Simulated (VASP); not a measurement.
Write the native input for VASP 6.6.1 that does the following.

```
Task                   : single point
Functional             : PBE
Potentials or basis    : VASP PAW PBE potentials, release 64 (W_sv, C)
Cutoff                 : 520 eV
k mesh                 : 18 × 18 × 18
Occupations            : gaussian, width 0.1 eV
Spin                   : no spin polarisation
Dipole correction      : no
Further INCAR settings : ALGO = Normal; EDIFF = 1e-06; NBANDS = 16
```

The structure of WC lies in POSCAR:

```
WC
1.0
    2.9220155596      0.0000000000      0.0000000000
   -1.4610077798      2.5305397049      0.0000000000
    0.0000000000      0.0000000000      2.8467954235
W C
1 1
Direct
    0.0000000000      0.0000000000      0.0000000000
    0.3333333333      0.6666666667      0.5000000000
```

The input as run:

INCAR

```
SYSTEM = WC
PREC = Accurate ; ENCUT = 520
EDIFF = 1E-6 ; ISMEAR = 0
SIGMA = 0.1 ; LREAL = .False.
LASPH = .True. ; NELM = 80
ALGO = Normal ; ISIF = 2
LWAVE = .False. ; LCHARG = .True.
GGA = PE ; LELF = .True.
LVHAR = .True. ; NBANDS = 16
```

KPOINTS

```
regular mesh
0
Gamma
  18 18 18
  0 0 0
```

Potentials or basis: VASP PAW PBE potentials, release 64 (W_sv, C).

The run is started by

```bash
$ cat potpaw_PBE.64/W_sv/POTCAR potpaw_PBE.64/C/POTCAR > POTCAR
$ mpirun -np 1 vasp_std > vasp.out
```

It gave:

```yaml
Pressure: 1.1 GPa
Band_gap_on_the_k_mesh: zero (band 9 reaches 11.54 eV, above the bottom of band 10 at 10.31 eV)
```

Caveat: spin-orbit coupling is left out, which moves the levels of the heavy elements.

It took 50 s on 1 thread of Intel(R) Xeon(R) 6975P-C (Granite Rapids) (shared host), peak memory 0.24 GiB.
